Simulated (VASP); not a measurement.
ZnS:

```xyz
6
Lattice="1.9031 1.0987 9.3519 -1.9031 1.0987 9.3519 0.0000 -2.1975 9.3519" Properties=species:S:1:pos:R:3 pbc="T T T"
Zn    0.0000    0.0000   28.0549
Zn    0.0000    0.0000    6.2360
Zn    0.0000    0.0000   12.4740
S     0.0000    0.0000    2.3362
S     0.0000    0.0000   14.8091
S     0.0000    0.0000    8.5671
```

Base run:

```yaml
Program: VASP 6.6.1
Functional: BLYP
Potentials_or_basis: VASP PAW PBE potentials, release 64 (Zn, S)
Cutoff: 500 eV
k_mesh: 6 × 6 × 6
Occupations: gaussian, width 0.01 eV
Spin: no spin polarisation
```

Its results: band gap on the k mesh 2.21 eV; pressure 6.4 GPa; largest force 0.010 eV/Å.

**Question.** The run is repeated on the same cell with these changes: functional from BLYP to PBEsol. What comes out?

**Answer.** Band gap on the k mesh 2.06 eV; pressure -1.1 GPa; largest force 0.009 eV/Å.

PBEsol binds more tightly than BLYP, so the same cell stands under less pressure.

Caveats: the PAW data sets were made with another functional, which shifts forces and pressure a little; the cell stands under pressure (at least some runs).

A k mesh can miss the band edges.
